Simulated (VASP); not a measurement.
# HfN (Fm-3m) in VASP: notebook, part 2 of 3

VASP 6.6.1.

### 4 Single point, r2SCAN+D4

This run uses another cell than the first one, of 11.52 Å³/atom.

The input, POSCAR:

```
HfN
1.0
    0.0000000000      2.2583497593      2.2583497593
    2.2583497593      0.0000000000      2.2583497593
    2.2583497593      2.2583497593      0.0000000000
Hf N
1 1
Direct
    0.0000000000      0.0000000000      0.0000000000
    0.5000000000      0.5000000000      0.5000000000
```

The input, INCAR.step1:

```
SYSTEM = HfN
PREC     = Accurate       ! precision mode
ENCUT    = 660            ! plane-wave cutoff, eV
ISMEAR   = -1             ! smearing method
SIGMA    = 0.05           ! smearing width, eV
LREAL    = .FALSE.        ! projectors in reciprocal space
LASPH    = .TRUE.         ! aspherical terms in the spheres
NELM     = 120            ! most SCF steps
NBANDS   = 14             ! bands
GGA      = PE             ! functional
ALGO     = Normal         ! electronic algorithm
EDIFF    = 1E-5           ! SCF threshold, eV
LWAVE    = .TRUE.         ! write WAVECAR
LCHARG   = .FALSE.        ! write CHGCAR
GGA_COMPAT= .FALSE.
```

The input, INCAR.step2:

```
SYSTEM = HfN
PREC     = Accurate       ! precision mode
ENCUT    = 660            ! plane-wave cutoff, eV
EDIFF    = 1E-6           ! SCF threshold, eV
ISMEAR   = -1             ! smearing method
SIGMA    = 0.05           ! smearing width, eV
LREAL    = .FALSE.        ! projectors in reciprocal space
LASPH    = .TRUE.         ! aspherical terms in the spheres
NELM     = 120            ! most SCF steps
ALGO     = Normal         ! electronic algorithm
ISIF     = 2              ! what is computed and relaxed
LWAVE    = .FALSE.        ! write WAVECAR
LCHARG   = .FALSE.        ! write CHGCAR
METAGGA  = R2SCAN         ! meta-GGA
LMIXTAU  = .TRUE.       
IVDW     = 13             ! dispersion correction
VDW_S6   = 1.0          
VDW_S8   = 0.6018749    
VDW_A1   = 0.51559235   
VDW_A2   = 5.77342911   
NBANDS   = 14             ! bands
ISTART   = 1            
GGA_COMPAT= .FALSE.
```

The input, KPOINTS:

```
Automatic mesh
0
G
  10 10 10
  0 0 0
```

Potentials or basis: VASP PAW PBE potentials, release 64 (Hf_pv, N).

Command:

```sh
> cat potpaw_PBE.64/Hf_pv/POTCAR potpaw_PBE.64/N/POTCAR > POTCAR
> cp INCAR.step1 INCAR
> mpirun -np 1 vasp_std > vasp.out
> cp INCAR.step2 INCAR
> mpirun -np 1 vasp_std > vasp.out
```

OUTCAR:

```text
SYSTEM = HfN
   PREC = Accurate
   ENCUT = 660
   EDIFF = 1E-6
   ISMEAR = -1
   LREAL = .FALSE.
   LASPH = .TRUE.
   NELM = 120
   ISIF = 2
   METAGGA = R2SCAN
   IVDW = 13
   ISTART = 1

 ion  position               nearest neighbor table
   1  0.000  0.000  0.000-   2 2.26   2 2.26   2 2.26   2 2.26   2 2.26   2 2.26
   2  0.500  0.500  0.500-   1 2.26   1 2.26   1 2.26   1 2.26   1 2.26   1 2.26

  LATTYP: Found a face centered cubic cell.
 ALAT       =     4.5166995186

  Lattice vectors:

 A1 = (   0.0000000000,   2.2583497593,   2.2583497593)
 A2 = (   2.2583497593,   0.0000000000,   2.2583497593)
 A3 = (   2.2583497593,   2.2583497593,   0.0000000000)

Analysis of symmetry for initial positions (statically):
=====================================================================
 Subroutine PRICEL returns:
 Original cell was already a primitive cell.

 Routine SETGRP: Setting up the symmetry group for a
 face centered cubic supercell.

 Subroutine GETGRP returns: Found 48 space group operations
 (whereof 48 operations were pure point group operations)
 out of a pool of 48 trial point group operations.

The static configuration has the point symmetry O_h .

Analysis of symmetry for dynamics (positions and initial velocities):
=====================================================================
 Subroutine PRICEL returns:
 Original cell was already a primitive cell.

 Routine SETGRP: Setting up the symmetry group for a
 face centered cubic supercell.

 Subroutine GETGRP returns: Found 48 space group operations
 (whereof 48 operations were pure point group operations)
 out of a pool of 48 trial point group operations.

The dynamic configuration has the point symmetry O_h .

 Subroutine INISYM returns: Found 48 space group operations
 (whereof 48 operations are pure point group operations),
 and found     1 'primitive' translations

----------------------------------------------------------------------------------------

                                     Primitive cell

  volume of cell :      23.0358

  direct lattice vectors                    reciprocal lattice vectors
     0.000000000  2.258349759  2.258349759    -0.221400604  0.221400604  0.221400604
     2.258349759  0.000000000  2.258349759     0.221400604 -0.221400604  0.221400604
     2.258349759  2.258349759  0.000000000     0.221400604  0.221400604 -0.221400604

  length of vectors
     3.193788858  3.193788858  3.193788858     0.383477094  0.383477094  0.383477094

  position of ions in fractional coordinates (direct lattice)
     0.000000000  0.000000000  0.000000000
     0.500000000  0.500000000  0.500000000

  ion indices of the primitive-cell ions
   primitive index   ion index
                 1           1
                 2           2

----------------------------------------------------------------------------------------

 KPOINTS: Automatic mesh

Automatic generation of k-mesh.
 Grid dimensions read from file:
 generate k-points for:   10   10   10

 Generating k-lattice:

  Cartesian coordinates                     Fractional coordinates (reciprocal lattice)
    -0.022140060  0.022140060  0.022140060     0.100000000  0.000000000  0.000000000
     0.022140060 -0.022140060  0.022140060     0.000000000  0.100000000  0.000000000
     0.022140060  0.022140060 -0.022140060     0.000000000  0.000000000  0.100000000

  Length of vectors
     0.038347709  0.038347709  0.038347709

  Shift w.r.t. Gamma in fractional coordinates (k-lattice)
     0.000000000  0.000000000  0.000000000

 Subroutine IBZKPT returns following result:
 ===========================================

 Found     47 irreducible k-points:

 Following reciprocal coordinates:
            Coordinates               Weight
  0.000000  0.000000  0.000000      1.000000
  0.100000  0.000000  0.000000      8.000000
  0.200000  0.000000  0.000000      8.000000
  0.300000  0.000000  0.000000      8.000000
  0.400000  0.000000  0.000000      8.000000
  0.500000  0.000000  0.000000      4.000000
[... 16 lines left out ...]
  0.300000  0.300000  0.000000      6.000000
  0.400000  0.300000  0.000000     24.000000
 [... further k-points ...]
   k-points           NKPTS =     47   k-points in BZ     NKDIM =     47   number of bands    NBANDS=     14
   number of dos      NEDOS =    301   number of ions     NIONS =      2
   total plane-waves  NPLWV =  21952
   dimension x,y,z NGX =    28 NGY =   28 NGZ =   28
   dimension x,y,z NGXF=    56 NGYF=   56 NGZF=   56
   ions per type =               1   1
   NGX,Y,Z   is equivalent  to a cutoff of  14.57, 14.57, 14.57 a.u.
   NGXF,Y,Z  is equivalent  to a cutoff of  29.15, 29.15, 29.15 a.u.
 SYSTEM =  HfN
   PREC   = accura    normal or accurate (medium, high low for compatibility)
   ISTART =      1    job   : 0-new  1-cont  2-samecut
   ICHARG =      0    charge: 1-file 2-atom 10-const
   ISPIN  =      1    spin polarized calculation?
   LNONCOLLINEAR =      F non collinear calculations
   LSORBIT =      F    spin-orbit coupling
   LASPH  =      T    aspherical Exc in radial PAW
   ENCUT  =  660.0 eV  48.51 Ry    6.96 a.u.   6.69  6.69  6.69*2*pi/ulx,y,z
   NELM   =    120;   NELMIN=  2; NELMDL=  0     # of ELM steps
   EDIFF  = 0.1E-05   stopping-criterion for ELM
   LREAL  =      F    real-space projection
[... 7 lines left out ...]
   TEBEG  =    0.0;   TEEND  =   0.0 temperature during run
   PSTRESS=    0.0 pullay stress
   NELECT =      15.0000    total number of electrons
   NUPDOWN=      -1.0000    fix difference up-down
   EMIN   =  10.00;   EMAX   =-10.00  energy-range for DOS
   EFERMI =   0.00;   METHOD = LEGACY
   ISMEAR =    -1;   SIGMA  =   0.05  broadening in eV -4-tet -1-fermi 0-gaus
   EFERMI_NEDOS =   21; number of points for ismear=-14 and -15
   IALGO  =     38    algorithm
   IMIX   =      4    mixing-type and parameters
     AMIX     =   0.40;   BMIX     =  1.00
     AMIX_MAG =   1.60;   BMIX_MAG =  1.00
  volume/ion in A,a.u.               =      11.52        77.73
  Fermi-wavevector in a.u.,A,eV,Ry     =   1.418962  2.681449 27.394687  2.013453
  Thomas-Fermi vector in A             =   2.540032
   LORBIT       =      0    0 simple, 1 ext, 2 COOP (PROOUT), +10 PAW based schemes
   METAGGA = R2SCAN    functional components
   LHFCALC =     F    Hartree Fock is set to
   AEXX    =    0.0000 exact exchange contribution
   IVDW    =    13    specifies the selected vdW correction
   LEPSILON=     F    determine dielectric tensor
   LRPA    =     F    only Hartree local field effects (RPA)
 non-spin polarized calculation
  energy-cutoff  :      660.00
  volume of cell :       23.04
 maximum number of plane-waves:       907
   NGX = 13   NGY = 13   NGZ = 13

 number of electron      15.0000002 magnetization

 Free energy of the ion-electron system (eV)
  ---------------------------------------------------
  ext. energy  EPLUGINS =         0.00000000
  ---------------------------------------------------
  free energy    TOTEN  =       -58.23118275 eV

  energy without entropy =      -58.22472646  energy(sigma->0) =      -58.22795460

 E-fermi :   8.5723     XC(G=0): -13.5653

 val. band max:        8.5329312325   @ k =  -0.4000   0.3000   0.0000
 cond. band min:       8.5749159608   @ k =  -0.1000   0.1000   0.0000
 fundamental gap:      0.0419847283
 Fermi energy:         8.5723434257

 k-point     1 :       0.0000    0.0000    0.0000
  band No.  band energies     occupation
      1     -23.9893      2.00000
      2     -23.9893      2.00000
      3     -23.9893      2.00000
      4     -10.1705      2.00000
      5       5.1070      2.00000
      6       5.1070      2.00000
      7       5.1070      2.00000
      8       8.2001      1.99883
      9       8.2001      1.99883
     10       8.2001      1.99883
     11      10.5539      0.00000
     12      10.5539      0.00000
     13      10.6117      0.00000
     14      18.6001      0.00000
[... 375 lines left out ...]
 k-point    24 :       0.4000    0.3000    0.0000
  band No.  band energies     occupation
      1     -24.6631      2.00000
      2     -24.2512      2.00000
      3     -24.2222      2.00000
      4      -8.8068      2.00000
      5       1.4399      2.00000
      6       3.5346      2.00000
      7       3.9703      2.00000
      8       5.9596      2.00000
      9      12.6802      0.00000
     10      13.2462      0.00000
     11      13.3676      0.00000
     12      13.5706      0.00000
     13      18.1283      0.00000
     14      19.5238      0.00000

 [... further k-points ...]

------------------------ aborting loop because EDIFF is reached ----------------------------------------

  DFT-D4 for vdW energy calculation

  Edisp (eV):   -0.20729

  FORCE on cell =-STRESS in cart. coord.  units (eV):
  Direction    XX          YY          ZZ          XY          YZ          ZX
  --------------------------------------------------------------------------------------
  -------------------------------------------------------------------------------------
  Total      -0.38182    -0.38182    -0.38182     0.00000     0.00000    -0.00000
  in kB     -26.55627   -26.55627   -26.55627     0.00000     0.00000    -0.00000
  external pressure =      -26.56 kB  Pullay stress =        0.00 kB

 VOLUME and BASIS-vectors are now :
 -----------------------------------------------------------------------------
  energy-cutoff  :      660.00
  volume of cell :       23.04
      direct lattice vectors                 reciprocal lattice vectors
     0.000000000  2.258349759  2.258349759    -0.221400604  0.221400604  0.221400604
     2.258349759  0.000000000  2.258349759     0.221400604 -0.221400604  0.221400604
     2.258349759  2.258349759  0.000000000     0.221400604  0.221400604 -0.221400604

 POSITION                                       TOTAL-FORCE (eV/Angst)
 -----------------------------------------------------------------------------------
      0.00000      0.00000      0.00000        -0.000000     -0.000000     -0.000000
      2.25835      2.25835      2.25835         0.000000      0.000000      0.000000
 -----------------------------------------------------------------------------------
    total drift:                                0.000000      0.000000      0.000000

  FREE ENERGIE OF THE ION-ELECTRON SYSTEM (eV)
  ---------------------------------------------------
  free  energy   TOTEN  =       -58.4384698524 eV

  energy  without entropy=      -58.4320135630  energy(sigma->0) =      -58.43524171
```

It took 42 s on 1 thread of Intel Xeon 6975P-C (Granite Rapids), shared host; peak memory 0.18 GiB.

Results:

| Item | Value |
| --- | --- |
| Free energy | -58.4385 eV |
| Pressure | -2.7 GPa |
| Band gap on the k mesh | zero (an odd number of electrons rules out a gap without spin polarisation) |
| Dispersion energy per atom | -0.104 eV |

Caveat: the PAW data sets were made with another functional, which shifts forces and pressure a little; spin-orbit coupling is left out, which moves the levels of the heavy elements.

[end of part 2 of 3]
